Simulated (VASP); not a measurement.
Wanted: the native input for a VASP 6.6.1 run.

| Item | Value |
| --- | --- |
| Task | single point |
| Functional | r2SCAN |
| Potentials or basis | VASP PAW PBE potentials, release 64 (Pt) |
| Cutoff | 520 eV |
| k mesh | 24 × 24 × 24 |
| Occupations | gaussian, width 0.15 eV |
| Spin | no spin polarisation |
| Dipole correction | no |
| Further INCAR settings | ALGO = Normal; EDIFF = 1e-06; NBANDS = 11 |

The system is Pt.

```xyz
1
Lattice="-1.5347 1.5347 1.6881 1.5347 -1.5347 1.6881 1.5347 1.5347 -1.6881" Properties=species:S:1:pos:R:3 pbc="T T T"
Pt    0.0000    0.0000    0.0000
```

This cell differs from its parent crystal: ratio of the length along z to the lengths across it x 1.1, volume and fractional coordinates fixed.

One way to write it, as run:

POSCAR

```
Pt
1.0
   -1.5346803414      1.5346803414      1.6881483755
    1.5346803414     -1.5346803414      1.6881483755
    1.5346803414      1.5346803414     -1.6881483755
Pt
1
Direct
    0.0000000000      0.0000000000      0.0000000000
```

INCAR.step1

```
PREC     = Accurate       # precision mode
ENCUT    = 520            # plane-wave cutoff, eV
ISMEAR   = 0              # smearing method
SIGMA    = 0.15           # smearing width, eV
LREAL    = False          # projectors in reciprocal space
LASPH    = True           # aspherical terms in the spheres
NELM     = 80             # most SCF steps
NBANDS   = 11             # bands
GGA      = PE             # functional
ALGO     = Normal         # electronic algorithm
EDIFF    = 1E-4           # SCF threshold, eV
LWAVE    = True           # write WAVECAR
LCHARG   = False          # write CHGCAR
```

INCAR.step2

```
PREC     = Accurate       # precision mode
ENCUT    = 520            # plane-wave cutoff, eV
EDIFF    = 1E-6           # SCF threshold, eV
ISMEAR   = 0              # smearing method
SIGMA    = 0.15           # smearing width, eV
LREAL    = False          # projectors in reciprocal space
LASPH    = True           # aspherical terms in the spheres
NELM     = 80             # most SCF steps
ALGO     = Normal         # electronic algorithm
ISIF     = 2              # what is computed and relaxed
LWAVE    = False          # write WAVECAR
LCHARG   = True           # write CHGCAR
METAGGA  = R2SCAN         # meta-GGA
LMIXTAU  = True         
LELF     = True           # ELF
LVHAR    = True         
NBANDS   = 11             # bands
ISTART   = 1
```

KPOINTS

```
Automatic mesh
0
Gamma
  24 24 24
```

Potentials or basis: VASP PAW PBE potentials, release 64 (Pt).

Run with:

```console
$ cat potpaw_PBE.64/Pt/POTCAR > POTCAR
$ cp INCAR.step1 INCAR
$ mpirun -np 1 vasp_std > vasp.out
$ cp INCAR.step2 INCAR
$ mpirun -np 1 vasp_std > vasp.out
```

It gave:

| Quantity | Value |
| --- | --- |
| Pressure | -6.5 GPa |
| Band gap on the k mesh | zero (bands 5 and 6 overlap by 2.22 eV) |

Caveat: the stress differs along the axes, from -8 to -3 GPa; the PAW data sets were made with another functional, which shifts forces and pressure a little; spin-orbit coupling is left out, which moves the levels of the heavy elements.

Wall time 5.3 min on 1 thread of AMD EPYC 9R45 96-Core Processor (Zen 5), with other jobs on the host, peak memory 0.26 GiB.
